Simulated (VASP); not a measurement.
# PbF2 (Fm-3m) in VASP: notebook

Aim: see how the results for PbF2 move with the level of theory and the settings. Levels: PBE, r2SCAN. Tasks: single point.

All numbers are computed with VASP 6.6.1; they aren't measurements. Logs are shortened: lines on timing, memory, paths and dates and some standing lists are left out, and cuts for length are marked.

**1. The cell of the first run**

Symmetry: Fm-3m, No. 225, cubic system. The conventional cell has a = 6.138 Å, b = 6.138 Å, c = 6.138 Å, α = 90.00°, β = 90.00°, γ = 90.00°. Within 3.5 Å of Pb (site symmetry m-3m) lie 8 F at 2.66 Å. F (site symmetry -43m) has 4 Pb at 2.66 Å and 6 F at 3.07 Å within 3.5 Å.

**2. Single point, PBE (19.27 Å³/atom)**

File INCAR:

```
SYSTEM = PbF2
  PREC = Accurate
  ENCUT = 520
  EDIFF = 1E-6
  ISMEAR = 0
  SIGMA = 0.05
  LREAL = .False.
  LASPH = .True.
  NELM = 80
  ALGO = Normal
  ISIF = 2
  LWAVE = .False.
  LCHARG = .False.
  GGA = PE
  NBANDS = 21
```

File KPOINTS:

```
regular mesh
0
Gamma
  10 10 10
  0 0 0
```

File POSCAR:

```
PbF2
1.0
    0.0000000000      3.0688001815      3.0688001815
    3.0688001815      0.0000000000      3.0688001815
    3.0688001815      3.0688001815      0.0000000000
Pb F
1 2
Direct
    0.0000000000      0.0000000000      0.0000000000
    0.2500000000      0.2500000000      0.2500000000
    0.7500000000      0.7500000000      0.7500000000
```

Potentials or basis: VASP PAW PBE potentials, release 64 (Pb_d, F).

The run is started by

```bash
$ cat potpaw_PBE.64/Pb_d/POTCAR potpaw_PBE.64/F/POTCAR > POTCAR
$ mpirun -np 1 vasp_std > vasp.out
```

OUTCAR:

```text
SYSTEM = PbF2
   PREC = Accurate
   ENCUT = 520
   EDIFF = 1E-6
   ISMEAR = 0
   LREAL = .False.
   LASPH = .True.
   NELM = 80
   ISIF = 2
   GGA = PE

 ion  position               nearest neighbor table
   1  0.000  0.000  0.000-   3 2.66   3 2.66   3 2.66   2 2.66   2 2.66   2 2.66   3 2.66   2 2.66

   2  0.250  0.250  0.250-   1 2.66   1 2.66   1 2.66   1 2.66
   3  0.750  0.750  0.750-   1 2.66   1 2.66   1 2.66   1 2.66

  LATTYP: Found a face centered cubic cell.
 ALAT       =     6.1376003630

  Lattice vectors:

 A1 = (   0.0000000000,   3.0688001815,   3.0688001815)
 A2 = (   3.0688001815,   0.0000000000,   3.0688001815)
 A3 = (   3.0688001815,   3.0688001815,   0.0000000000)

Analysis of symmetry for initial positions (statically):
=====================================================================
 Subroutine PRICEL returns:
 Original cell was already a primitive cell.

 Routine SETGRP: Setting up the symmetry group for a
 face centered cubic supercell.

 Subroutine GETGRP returns: Found 48 space group operations
 (whereof 48 operations were pure point group operations)
 out of a pool of 48 trial point group operations.

The static configuration has the point symmetry O_h .

Analysis of symmetry for dynamics (positions and initial velocities):
=====================================================================
 Subroutine PRICEL returns:
 Original cell was already a primitive cell.

 Routine SETGRP: Setting up the symmetry group for a
 face centered cubic supercell.

 Subroutine GETGRP returns: Found 48 space group operations
 (whereof 48 operations were pure point group operations)
 out of a pool of 48 trial point group operations.

The dynamic configuration has the point symmetry O_h .

 Subroutine INISYM returns: Found 48 space group operations
 (whereof 48 operations are pure point group operations),
 and found     1 'primitive' translations

----------------------------------------------------------------------------------------

                                     Primitive cell

  volume of cell :      57.8011

  direct lattice vectors                    reciprocal lattice vectors
     0.000000000  3.068800181  3.068800181    -0.162930126  0.162930126  0.162930126
     3.068800181  0.000000000  3.068800181     0.162930126 -0.162930126  0.162930126
     3.068800181  3.068800181  0.000000000     0.162930126  0.162930126 -0.162930126

  length of vectors
[... 82 lines left out ...]
   ENCUT  =  520.0 eV  38.22 Ry    6.18 a.u.   8.07  8.07  8.07*2*pi/ulx,y,z
   NELM   =     80;   NELMIN=  2; NELMDL= -5     # of ELM steps
   EDIFF  = 0.1E-05   stopping-criterion for ELM
   LREAL  =      F    real-space projection
   EDIFFG = 0.1E-04   stopping-criterion for IOM
   NSW    =      0    number of steps for IOM
   IBRION =     -1    ionic relax: 0-MD 1-quasi-New 2-CG
   NFREE  =      0    steps in history (QN), initial steepest desc. (CG)
   ISIF   =      2    stress and relaxation
   ISYM   =      2    0-nonsym 1-usesym 2-fastsym
   POTIM  = 0.5000    time-step for ionic-motion
   TEBEG  =    0.0;   TEEND  =   0.0 temperature during run
   PSTRESS=    0.0 pullay stress
   NELECT =      28.0000    total number of electrons
   NUPDOWN=      -1.0000    fix difference up-down
   EMIN   =  10.00;   EMAX   =-10.00  energy-range for DOS
   EFERMI =   0.00;   METHOD = LEGACY
   ISMEAR =     0;   SIGMA  =   0.05  broadening in eV -4-tet -1-fermi 0-gaus
   EFERMI_NEDOS =   21; number of points for ismear=-14 and -15
   IALGO  =     38    algorithm
   IMIX   =      4    mixing-type and parameters
     AMIX     =   0.40;   BMIX     =  1.00
     AMIX_MAG =   1.60;   BMIX_MAG =  1.00
  volume/ion in A,a.u.               =      19.27       130.02
  Fermi-wavevector in a.u.,A,eV,Ry     =   1.285727  2.429672 22.491722  1.653095
  Thomas-Fermi vector in A             =   2.417844
   LORBIT       =      0    0 simple, 1 ext, 2 COOP (PROOUT), +10 PAW based schemes
   GGA     = PE    functional components
   LHFCALC =     F    Hartree Fock is set to
   AEXX    =    0.0000 exact exchange contribution
   IVDW    =     0    specifies the selected vdW correction
   LEPSILON=     F    determine dielectric tensor
   LRPA    =     F    only Hartree local field effects (RPA)
 non-spin polarized calculation
 Gauss-broadening in eV      SIGMA  =   0.05
  energy-cutoff  :      520.00
  volume of cell :       57.80
 maximum number of plane-waves:      1588
   NGX = 17   NGY = 17   NGZ = 17

 number of electron      27.9999986 magnetization

 Free energy of the ion-electron system (eV)
  ---------------------------------------------------
  ext. energy  EPLUGINS =         0.00000000
  ---------------------------------------------------
  free energy    TOTEN  =       -14.30448570 eV

  energy without entropy =      -14.30448570  energy(sigma->0) =      -14.30448570

 E-fermi :   0.9580     XC(G=0):  -8.8965

 val. band max:        0.7322871466   @ k =   0.5000   0.0000   0.0000
 cond. band min:       5.0982238955   @ k =   0.5000   0.5000   0.0000
 fundamental gap:      4.3659367489
 Fermi energy:         0.9579814540

 k-point     1 :       0.0000    0.0000    0.0000
  band No.  band energies     occupation
      1     -19.6232      2.00000
      2     -19.1648      2.00000
      3     -13.6862      2.00000
      4     -13.6862      2.00000
      5     -13.6862      2.00000
      6     -13.6649      2.00000
[... 565 lines left out ...]
     20      16.3349      0.00000
     21      17.3606      0.00000

 [... further k-points ...]

------------------------ aborting loop because EDIFF is reached ----------------------------------------

  FORCE on cell =-STRESS in cart. coord.  units (eV):
  Direction    XX          YY          ZZ          XY          YZ          ZX
  --------------------------------------------------------------------------------------
  -------------------------------------------------------------------------------------
  Total       -1.4529896     -1.4529896     -1.4529896     -0.0000000     -0.0000000      0.0000000
  in kB      -40.2751573    -40.2751573    -40.2751573     -0.0000000     -0.0000000      0.0000000
  external PRESSURE =     -40.2751573 kB  Pullay stress =       0.0000000 kB

 VOLUME and BASIS-vectors are now :
 -----------------------------------------------------------------------------
  energy-cutoff  :      520.00
  volume of cell :       57.80
      direct lattice vectors                 reciprocal lattice vectors
     0.000000000  3.068800181  3.068800181    -0.162930126  0.162930126  0.162930126
     3.068800181  0.000000000  3.068800181     0.162930126 -0.162930126  0.162930126
     3.068800181  3.068800181  0.000000000     0.162930126  0.162930126 -0.162930126

 POSITION                                       TOTAL-FORCE (eV/Angst)
 -----------------------------------------------------------------------------------
      0.00000      0.00000      0.00000         0.000000      0.000000      0.000000
      1.53440      1.53440      1.53440         0.000000      0.000000      0.000000
      4.60320      4.60320      4.60320        -0.000000     -0.000000     -0.000000
 -----------------------------------------------------------------------------------
    total drift:                                0.000000     -0.000000      0.000000

  FREE ENERGIE OF THE ION-ELECTRON SYSTEM (eV)
  ---------------------------------------------------
  free  energy   TOTEN  =       -14.3044857042 eV

  energy  without entropy=      -14.3044857042  energy(sigma->0) =      -14.30448570
```

stdout:

```text
POSCAR found type information on POSCAR PbF
 POSCAR found :  2 types and       3 ions
 scaLAPACK will be used
 LDA part: xc-table for (Slater+PW92), standard interpolation
 POSCAR, INCAR and KPOINTS ok, starting setup
 FFT: planning ... GRIDC
 FFT: planning ... GRID_SOFT
 FFT: planning ... GRID
 WAVECAR not read
 entering main loop
```

Run time: 36 s. Hardware: 1 thread of AMD EPYC 7R43 (Zen 3), shared host; peak memory 0.17 GiB.

What came out:

* Free energy: -14.3045 eV
* Pressure: -4.0 GPa
* Band gap on the k mesh: 4.37 eV (least direct gap 4.53 eV)

Caveat: the cell stands under tension; spin-orbit coupling is left out, which moves the levels of the heavy elements. A k mesh can miss the band edges.

**3. Single point, PBE (19.81 Å³/atom)**

This run uses another cell than the first one, of 19.81 Å³/atom.

File INCAR:

```
PREC     = Accurate       # precision mode
ENCUT    = 520            # plane-wave cutoff, eV
EDIFF    = 1E-6           # SCF threshold, eV
ISMEAR   = 0              # smearing method
SIGMA    = 0.05           # smearing width, eV
LREAL    = F              # projectors in reciprocal space
LASPH    = T              # aspherical terms in the spheres
NELM     = 80             # most SCF steps
ALGO     = Normal         # electronic algorithm
ISIF     = 2              # what is computed and relaxed
LWAVE    = F              # write WAVECAR
LCHARG   = T              # write CHGCAR
GGA      = PE             # functional
LELF     = T              # ELF
LVHAR    = T            
NBANDS   = 21             # bands
```

File KPOINTS:

```
regular mesh
0
Gamma
  10 10 10
```

File POSCAR:

```
PbF2
1.0
    0.0000000000      3.0972166147      3.0972166147
    3.0972166147      0.0000000000      3.0972166147
    3.0972166147      3.0972166147      0.0000000000
Pb F
1 2
Direct
    0.0000000000      0.0000000000      0.0000000000
    0.2500000000      0.2500000000      0.2500000000
    0.7500000000      0.7500000000      0.7500000000
```

Potentials or basis: VASP PAW PBE potentials, release 64 (Pb_d, F).

The run is started by

```bash
$ cat potpaw_PBE.64/Pb_d/POTCAR potpaw_PBE.64/F/POTCAR > POTCAR
$ mpirun -np 1 vasp_std > vasp.out
```

Run time: 67 s. Hardware: 1 thread of AMD EPYC 7R43 (Zen 3), shared host; peak memory 0.19 GiB.

It converged, with:

```
Free energy            : -14.2600 eV
Pressure               : -5.2 GPa
Band gap on the k mesh : 4.33 eV (least direct gap 4.51 eV)
```

Levels at points of the mesh, in eV from the valence-band top:
```
           k point  band 12  band 13  band 14  band 15  band 16  band 17
(0.00, 0.00, 0.00)    -1.29    -1.29    -1.29     6.51     6.51     6.51
(0.50, 0.00, 0.00)    -1.46    -1.46     0.00     4.93     7.16     7.16
(0.50, 0.50, 0.00)    -0.96    -0.93    -0.18     4.33     7.33     7.33
```

Caveat: the cell stands under tension; spin-orbit coupling is left out, which moves the levels of the heavy elements.

**4. Single point, r2SCAN**

This run uses another cell than the first one, of 18.01 Å³/atom.

File POSCAR:

```
PbF2
1.0
    0.0000000000      3.0003645022      3.0003645022
    3.0003645022      0.0000000000      3.0003645022
    3.0003645022      3.0003645022      0.0000000000
Pb F
1 2
Direct
    0.0000000000      0.0000000000      0.0000000000
    0.2500000000      0.2500000000      0.2500000000
    0.7500000000      0.7500000000      0.7500000000
```

File INCAR.step1:

```
PREC = Accurate
ENCUT = 520
ISMEAR = 0
SIGMA = 0.05
LREAL = False
LASPH = True
NELM = 80
NBANDS = 21
GGA = PE
ALGO = Normal
EDIFF = 1E-4
LWAVE = True
LCHARG = False
```

File INCAR.step2:

```
PREC = Accurate
ENCUT = 520
EDIFF = 1E-7
ISMEAR = 0
SIGMA = 0.05
LREAL = False
LASPH = True
NELM = 80
ALGO = Normal
ISIF = 2
LWAVE = False
LCHARG = True
METAGGA = R2SCAN
LMIXTAU = True
LELF = True
LVHAR = True
NBANDS = 21
ISTART = 1
```

KPOINTS is that of step 3.

Potentials or basis: VASP PAW PBE potentials, release 64 (Pb_d, F).

The run is started by

```bash
$ cat potpaw_PBE.64/Pb_d/POTCAR potpaw_PBE.64/F/POTCAR > POTCAR
$ cp INCAR.step1 INCAR
$ mpirun -np 1 vasp_std > vasp.out
$ cp INCAR.step2 INCAR
$ mpirun -np 1 vasp_std > vasp.out
```

OUTCAR:

```text
PREC = Accurate
   ENCUT = 520
   EDIFF = 1E-7
   ISMEAR = 0
   LREAL = False
   LASPH = True
   NELM = 80
   ISIF = 2
   METAGGA = R2SCAN
   ISTART = 1

 ion  position               nearest neighbor table
   1  0.000  0.000  0.000-   3 2.60   3 2.60   3 2.60   2 2.60   3 2.60   2 2.60   2 2.60   2 2.60

   2  0.250  0.250  0.250-   1 2.60   1 2.60   1 2.60   1 2.60
   3  0.750  0.750  0.750-   1 2.60   1 2.60   1 2.60   1 2.60
[... 772 lines left out ...]

  FORCE on cell =-STRESS in cart. coord.  units (eV):
  Direction    XX          YY          ZZ          XY          YZ          ZX
  --------------------------------------------------------------------------------------
  -------------------------------------------------------------------------------------
  Total       -0.9845419     -0.9845419     -0.9845419     -0.0000000      0.0000000      0.0000000
  in kB      -29.2006633    -29.2006633    -29.2006633     -0.0000000      0.0000000      0.0000000
  external PRESSURE =     -29.2006633 kB  Pullay stress =       0.0000000 kB

 VOLUME and BASIS-vectors are now :
 -----------------------------------------------------------------------------
  energy-cutoff  :      520.00
  volume of cell :       54.02
      direct lattice vectors                 reciprocal lattice vectors
     0.000000000  3.000364502  3.000364502    -0.166646419  0.166646419  0.166646419
     3.000364502  0.000000000  3.000364502     0.166646419 -0.166646419  0.166646419
     3.000364502  3.000364502  0.000000000     0.166646419  0.166646419 -0.166646419

 POSITION                                       TOTAL-FORCE (eV/Angst)
 -----------------------------------------------------------------------------------
      0.00000      0.00000      0.00000        -0.000000      0.000000     -0.000000
      1.50018      1.50018      1.50018        -0.000000     -0.000000     -0.000000
      4.50055      4.50055      4.50055         0.000000      0.000000      0.000000
 -----------------------------------------------------------------------------------
    total drift:                                0.000000     -0.000000      0.000000

  FREE ENERGIE OF THE ION-ELECTRON SYSTEM (eV)
  ---------------------------------------------------
  free  energy   TOTEN  =       -70.1452032238 eV

  energy  without entropy=      -70.1452032238  energy(sigma->0) =      -70.14520322
```

OSZICAR.step1:

```text
N       E                     dE             d eps       ncg     rms          rms(c)
DAV:   1     0.305036822136E+03    0.30504E+03   -0.14683E+04  1974   0.151E+03
DAV:   2     0.124382687961E+02   -0.29260E+03   -0.27489E+03  2111   0.428E+02
DAV:   3    -0.155153334472E+02   -0.27954E+02   -0.27624E+02  2345   0.141E+02
DAV:   4    -0.163347916143E+02   -0.81946E+00   -0.81896E+00  2272   0.254E+01
DAV:   5    -0.163631766796E+02   -0.28385E-01   -0.28383E-01  2552   0.498E+00    0.808E+00
DAV:   6    -0.143643460581E+02    0.19988E+01   -0.91041E+00  2632   0.232E+01    0.275E+00
DAV:   7    -0.143584559381E+02    0.58901E-02   -0.48424E-01  2084   0.412E+00    0.160E+00
DAV:   8    -0.143532349081E+02    0.52210E-02   -0.11082E-01  2089   0.355E+00    0.555E-01
DAV:   9    -0.143498392564E+02    0.33957E-02   -0.21599E-02  2611   0.104E+00    0.107E-01
DAV:  10    -0.143510367936E+02   -0.11975E-02   -0.19025E-03  2019   0.423E-01    0.392E-02
DAV:  11    -0.143509932210E+02    0.43573E-04   -0.16576E-04  2009   0.124E-01
   1 F= -.14350993E+02 E0= -.14350993E+02  d E =-.296001E-11
```

It took 3 min on 1 thread of AMD EPYC 7R43 (Zen 3), shared host; peak memory 0.17 GiB.

What came out:

```
Free energy            : -70.1452 eV
Pressure               : -2.9 GPa
Band gap on the k mesh : 4.95 eV (least direct gap 5.08 eV)
```

Levels at points of the mesh, in eV from the valence-band top:
| k point | band 12 | band 13 | band 14 | band 15 | band 16 | band 17 |
| --- | --- | --- | --- | --- | --- | --- |
| (0.00, 0.00, 0.00) | -1.88 | -1.88 | -1.88 | 7.28 | 7.28 | 7.28 |
| (0.50, 0.00, 0.00) | -2.07 | -2.07 | -0.02 | 5.41 | 8.13 | 8.13 |
| (0.50, 0.50, 0.00) | -1.50 | -1.49 | -0.13 | 4.95 | 8.33 | 8.33 |

Caveat: the PAW data sets were made with another functional, which shifts forces and pressure a little; spin-orbit coupling is left out, which moves the levels of the heavy elements.

**5. Summary**

| level | cell | gap on the mesh (eV) | pressure (GPa) |
| --- | --- | --- | --- |
| PBE | a = 4.340 Å, angles 60.0°, 3 atoms | 4.37 | -4.0 |
| PBE | a = 4.380 Å, angles 60.0°, 3 atoms | 4.33 | -5.2 |
| r2SCAN | a = 4.243 Å, angles 60.0°, 3 atoms | 4.95 | -2.9 |

Alike in all rows: task single point; potentials or basis VASP PAW PBE potentials, release 64 (Pb_d, F); no spin polarisation; k mesh 10 × 10 × 10; cutoff (eV) 520; smearing gaussian 0.05 eV.

Caveats: spin-orbit coupling is left out, which moves the levels of the heavy elements; the cell stands under tension (at least some runs); the PAW data sets were made with another functional, which shifts forces and pressure a little (at least some runs).

Total energies depend on the potentials used, so only differences within one code and one set of settings carry meaning.
